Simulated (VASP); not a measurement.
## Bi: single point with LDA

Bi, a slab with vacuum:

```
CELL_PARAMETERS angstrom
4.01300 0.00000 0.00000
-2.00650 3.47536 0.00000
0.00000 0.00000 28.00000
ATOMIC_POSITIONS crystal
Bi 0.33333 0.66667 0.51970
Bi 0.66667 0.33333 0.48030
```

```yaml
Program: VASP 6.6.1
Task: single point
Functional: LDA
Potentials_or_basis: VASP PAW LDA potentials, release 64 (Bi_d)
Cutoff: 520 eV
k_mesh: 9 × 9 × 1
Occupations: gaussian, width 0.02 eV
Spin: no spin polarisation
Dipole_correction: yes
Further_INCAR_settings: ALGO = Normal; EDIFF = 1e-06; NBANDS = 22
```

The largest force is 7.993 eV/Å and the band gap on the k mesh is zero (bands 15 and 16 overlap by 0.06 eV).

Forces in eV/Å, atoms in the order of the input:
```
Bi   0.000  0.000  7.993
Bi   0.000  0.000 -7.993
```

Levels at points of the mesh, in eV from the Fermi level:
| k point | band 13 | band 14 | band 15 | band 16 | band 17 | band 18 |
| --- | --- | --- | --- | --- | --- | --- |
| (0.00, 0.00, 0.00) | -1.51 | -1.51 | -0.79 | -0.07 | 2.49 | 2.49 |

Wall time 86 s on 1 thread of Intel(R) Xeon(R) Platinum 8488C (Sapphire Rapids) (shared host), peak memory 0.36 GiB.

Caveat: spin-orbit coupling is left out, which moves the levels of the heavy elements.
